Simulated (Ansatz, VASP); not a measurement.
**SiO2: VASP beside Ansatz**

```xyz
6
Lattice="4.2059 0.0000 0.0000 0.0000 4.2059 0.0000 0.0000 0.0000 2.5975" Properties=species:S:1:pos:R:3 pbc="T T T"
Si    2.1029    2.1029    1.2988
Si    0.0000    0.0000    0.0000
O     2.9207    2.9207    0.0000
O     0.8177    3.3881    1.2988
O     1.2852    1.2852    0.0000
O     3.3881    0.8177    1.2988
```

Alike in both runs: task single point; functional LDA; k mesh 6 × 6 × 10; occupations gaussian, width 0.05 eV; no spin polarisation.

|  | VASP | Ansatz |
| --- | --- | --- |
| version | VASP 6.6.1 | Ansatz 0.2.0 |
| potentials or method | VASP PAW LDA potentials, release 64 (Si, O), cutoff 520 eV | scalar-relativistic, plane waves, PAW |
| valence electrons in the cell | 32 | 32 |

```tsv
	VASP	Ansatz	Ansatz less VASP
gap on the k mesh at the Fermi level (eV)	5.93	5.93	+0.002
least direct gap on the mesh (eV)	5.93	5.93	+0.002
pressure (GPa)	3.0	1.9	-1.11
traceless stress, the component that is largest in VASP (GPa)	13.05	12.23	-0.812
rms of the force components (eV/Å)	0.075	0.098	+0.0234
```

Ansatz warns that its potentials were made for another functional, while VASP's fit it. LDA's correlation is that of Perdew and Zunger in VASP and of Perdew and Wang (1992) in Ansatz. Atom by atom the forces differ by 0.023 eV/Å (rms over components).
